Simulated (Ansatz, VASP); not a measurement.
# Two plane-wave programs on Ni

INCAR

```
SYSTEM = Ni
  ALGO = Normal
  EDIFF = 1E-6
  ENCUT = 520
  ISIF = 2
  ISMEAR = 1
  ISPIN = 2
  LASPH = .TRUE.
  LCHARG = .FALSE.
  LMAXMIX = 4
  LORBIT = 11
  LREAL = .FALSE.
  LWAVE = .FALSE.
  MAGMOM = 1.5 1.5
  NBANDS = 21
  NELM = 150
  PREC = Accurate
  SIGMA = 0.01
```

File KPOINTS:

```
k-points
0
G
  13 13 7
  0 0 0
```

POSCAR

```
Ni
1.0
    2.4802344837      0.0000000000      0.0000000000
   -1.2401172419      2.1479485941      0.0000000000
    0.0000000000      0.0000000000      4.1264057515
Ni
2
Direct
    0.3333333333      0.6666666667      0.2500000000
    0.6666666667      0.3333333333      0.7500000000
```

Input for Ansatz:

```yaml
crystal:
  lattice:
    - [2.48023448373987, 0.0, 0.0]
    - [-1.240117241869935, 2.147948594068967, 0.0]
    - [0.0, 0.0, 4.126405751472856]
  atoms:
    - { symbol: Ni, position: [0.3333333333333333, 0.6666666666666666, 0.25], spin: 1.5 }
    - { symbol: Ni, position: [0.6666666666666666, 0.3333333333333333, 0.75], spin: 1.5 }
accuracy: medium
basis:
  ecutwfc: 500.0
kpoints:
  mp_grid:
    grid: [13, 13, 7]
hamiltonian:
  xc: lda
  pseudopotentials:
    kind: paw
magnetization:
  spin_polarized: true
scf:
  convergence:
    dr2_threshold: 1.0e-09
  mixing:
    algorithm: broyden
    preconditioner: none
  occupations:
    method: methfessel_paxton
    width: 0.01
```

Alike in both runs: task single point; functional LDA; k mesh 13 × 13 × 7; occupations methfessel-paxton of order 1, width 0.01 eV; collinear spin.

|  | VASP | Ansatz |
| --- | --- | --- |
| version | VASP 6.6.1 | Ansatz 0.2.0 |
| potentials or method | VASP PAW LDA potentials, release 64 (Ni), cutoff 520 eV | plane waves, PAW |
| valence electrons in the cell | 20 | 36 |

Ansatz gave:

| Property | Result |
| --- | --- |
| net moment per atom (μB) | 0.63 |
| size of the moment on the site where the two differ most (μB) | 0.66 |

Q: Which values does VASP return?

A: net moment per atom (μB): 0.63; size of the moment on the site where the two differ most (μB): 0.63.

LDA's correlation is that of Perdew and Zunger in VASP and of Perdew and Wang (1992) in Ansatz. Site moments also hang on the region over which each program counts them. VASP's potentials hold 20 valence electrons a cell and Ansatz's 36, so a difference there can come from the potentials and not from the codes. Ansatz's warnings: stability check not made, structure snapped to symmetry.
